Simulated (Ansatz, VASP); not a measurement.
# Two plane-wave programs on Si

```xyz
4
Lattice="-3.2756 3.2756 1.9512 3.2756 -3.2756 1.9512 3.2756 3.2756 -1.9512" Properties=species:S:1:pos:R:3 pbc="T T T"
Si    1.1713    1.1713    0.0000
Si    2.1042    2.1042    1.9512
Si    2.1042   -2.1042    1.9512
Si   -2.1042    2.1042    1.9512
```

Change from the starting cell: strain -0.015 along x and y, +0.015 along z, atoms carried along.

Alike in both runs: task single point; functional LDA; k mesh 10 × 10 × 10; occupations gaussian, width 0.03 eV; no spin polarisation.

|  | VASP | Ansatz |
| --- | --- | --- |
| version | VASP 6.6.1 | Ansatz 0.2.0 |
| potentials or method | VASP PAW LDA potentials, release 64 (Si), cutoff 520 eV | scalar-relativistic, plane waves, PAW |
| valence electrons in the cell | 16 | 16 |

|  | VASP | Ansatz | Ansatz less VASP |
| --- | --- | --- | --- |
| gap on the k mesh at the Fermi level (eV) | none | none | - |
| pressure (GPa) | -0.5 | -0.6 | -0.04 |
| traceless stress, the component that is largest in VASP (GPa) | -3.65 | -3.62 | +0.030 |
| rms of the force components (eV/Å) | 0.201 | 0.199 | -0.0025 |

LDA's correlation is that of Perdew and Zunger in VASP and of Perdew and Wang (1992) in Ansatz. Atom by atom the forces differ by 0.003 eV/Å (rms over components). A gap of «none» marks a metal or a gap that the smearing closes.
